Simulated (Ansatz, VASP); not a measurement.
# One calculation of CrSiB3, two programs

```
Cr Si B
1.0
     3.79859    0.00000    0.00000
    -1.89930    3.28968    0.00000
     0.00000    0.00000    4.22684
Cr Si B
1 1 3
Direct
  0.33333 0.66667 0.00000
  0.66667 0.33333 0.00000
  0.33333 0.66667 0.50000
  0.00000 0.00000 0.00000
  0.00000 0.00000 0.50000
```

Alike in both runs: task relaxation of cell and atoms; functional PBE; k mesh 12 × 12 × 10; occupations gaussian, width 0.1 eV; no spin polarisation.

|  | VASP | Ansatz |
| --- | --- | --- |
| version | VASP 6.6.1 | Ansatz 0.2.0 |
| potentials or method | VASP PAW PBE potentials, release 64 (Cr_pv, Si, B), cutoff 600 eV | scalar-relativistic, plane waves, PAW |
| valence electrons in the cell | 25 | 27 |

Ansatz gave:

| Property | Result |
| --- | --- |
| gap on the k mesh at the Fermi level, each at its own relaxed structure (eV) | none |
| relaxed volume (Å³/atom) | 10.53 |
| relaxed cell length with the largest relative difference (Å) | 3.906 |

Question: What did VASP give for the same quantities?

Answer: gap on the k mesh at the Fermi level, each at its own relaxed structure (eV): none; relaxed volume (Å³/atom): 10.53; relaxed cell length with the largest relative difference (Å): 3.905.

A gap of «none» marks a metal or a gap that the smearing closes. VASP's potentials hold 25 valence electrons a cell and Ansatz's 27, so a difference there can come from the potentials and not from the codes.
